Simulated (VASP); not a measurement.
Set up this calculation in VASP 6.6.1, as the native input.

```
Task                   : single point
Functional             : r2SCAN
Potentials or basis    : VASP PAW PBE potentials, release 64 (Zn, Sb, Ge_d)
Cutoff                 : 520 eV
k mesh                 : 4 × 4 × 4
Occupations            : fermi-dirac, width 0.02 eV
Spin                   : no spin polarisation
Dipole correction      : no
Further INCAR settings : ALGO = Normal; EDIFF = 1e-06; NBANDS = 26
```

The system is ZnGeSb2.

```
CELL_PARAMETERS angstrom
4.32940 0.00000 0.00000
0.00000 4.32940 0.00000
0.00000 0.00000 6.07749
ATOMIC_POSITIONS crystal
Zn 0.00000 0.00000 0.00000
Sb 0.00000 0.50000 0.23897
Sb 0.50000 0.00000 0.76103
Ge 0.50000 0.50000 0.50000
```

These files were run (other wordings do the same):

POSCAR

```
ZnGeSb2
1.0
    4.3293953794      0.0000000000      0.0000000000
    0.0000000000      4.3293953794      0.0000000000
    0.0000000000      0.0000000000      6.0774914130
Zn Sb Ge
1 2 1
Direct
    0.0000000000      0.0000000000      0.0000000000
    0.0000000000      0.5000000000      0.2389723063
    0.5000000000      0.0000000000      0.7610276937
    0.5000000000      0.5000000000      0.5000000000
```

INCAR.step1

```
SYSTEM = ZnGeSb2
  ALGO = Normal
  EDIFF = 1E-4
  ENCUT = 520
  GGA = PE
  ISMEAR = -1
  LASPH = .TRUE.
  LCHARG = .FALSE.
  LREAL = .FALSE.
  LWAVE = .TRUE.
  NBANDS = 26
  NELM = 80
  PREC = Accurate
  SIGMA = 0.02
```

INCAR.step2

```
SYSTEM = ZnGeSb2
  ALGO = Normal
  EDIFF = 1E-6
  ENCUT = 520
  ISIF = 2
  ISMEAR = -1
  ISTART = 1
  LASPH = .TRUE.
  LCHARG = .FALSE.
  LMIXTAU = .TRUE.
  LREAL = .FALSE.
  LWAVE = .FALSE.
  METAGGA = R2SCAN
  NBANDS = 26
  NELM = 80
  PREC = Accurate
  SIGMA = 0.02
```

KPOINTS

```
k-points
0
G
  4 4 4
  0 0 0
```

Potentials or basis: VASP PAW PBE potentials, release 64 (Zn, Sb, Ge_d).

Command:

```console
$ cat potpaw_PBE.64/Zn/POTCAR potpaw_PBE.64/Sb/POTCAR potpaw_PBE.64/Ge_d/POTCAR > POTCAR
$ cp INCAR.step1 INCAR
$ mpirun -np 1 vasp_std > vasp.out
$ cp INCAR.step2 INCAR
$ mpirun -np 1 vasp_std > vasp.out
```

It gave:

```json
{
 "Pressure": "0.3 GPa",
 "Largest force": "0.019 eV/Å",
 "Band gap on the k mesh": "zero (bands 18 and 19 overlap by 0.60 eV)"
}
```

Caveat: the k points lie up to 0.36 Å⁻¹ apart, too coarse for converged energies and pressures of a metal; the PAW data sets were made with another functional, which shifts forces and pressure a little; spin-orbit coupling is left out, which moves the levels of the heavy elements.

Wall time 2.3 min on 1 thread of AMD EPYC 7R13 Processor (Zen 3), with other jobs on the host, peak memory 0.22 GiB.
